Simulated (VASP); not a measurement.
Here is a VASP 6.6.1 calculation.

File INCAR:

```
SYSTEM = Be2C
PREC = Accurate ; ENCUT = 660
EDIFF = 1E-8 ; ISMEAR = 0
SIGMA = 0.01 ; LREAL = .FALSE.
LASPH = .TRUE. ; NELM = 120
ALGO = Normal ; ISIF = 2
LWAVE = .FALSE. ; LCHARG = .TRUE.
METAGGA = R2SCAN ; LMIXTAU = .TRUE.
NBANDS = 11 ; IBRION = 6
NFREE = 2 ; POTIM = 0.015
NSW = 1 ; GGA_COMPAT = .FALSE.
```

File KPOINTS:

```
regular mesh
0
G
  10 10 10
  0 0 0
```

The input POSCAR:

```
Be2C
1.0
    2.1536007296      2.1536007296      0.0000000000
   -2.1536007296      2.1536007296      0.0000000000
    0.0000000000      2.1536007296      2.1536007296
Be C
2 1
Direct
    0.2500000000      0.7500000000      0.5000000000
    0.7500000000      0.2500000000      0.5000000000
    0.0000000000      0.0000000000      0.0000000000
```

Potentials or basis: VASP PAW PBE potentials, release 64 (Be, C).

Run with:

```console
$ cat potpaw_PBE.64/Be/POTCAR potpaw_PBE.64/C/POTCAR > POTCAR
$ mpirun -np 1 vasp_std > vasp.out
```

**Question.** Estimate the highest phonon frequency at Γ.

**Answer.** 718 cm⁻¹.

Phonon frequencies in cm⁻¹ (negative: imaginary):
```
              q point                    frequencies
(0.000, 0.000, 0.000)  0 0 0 648 648 648 718 718 718
```

Caveat: the cell stands under pressure or tension, which shifts response properties.
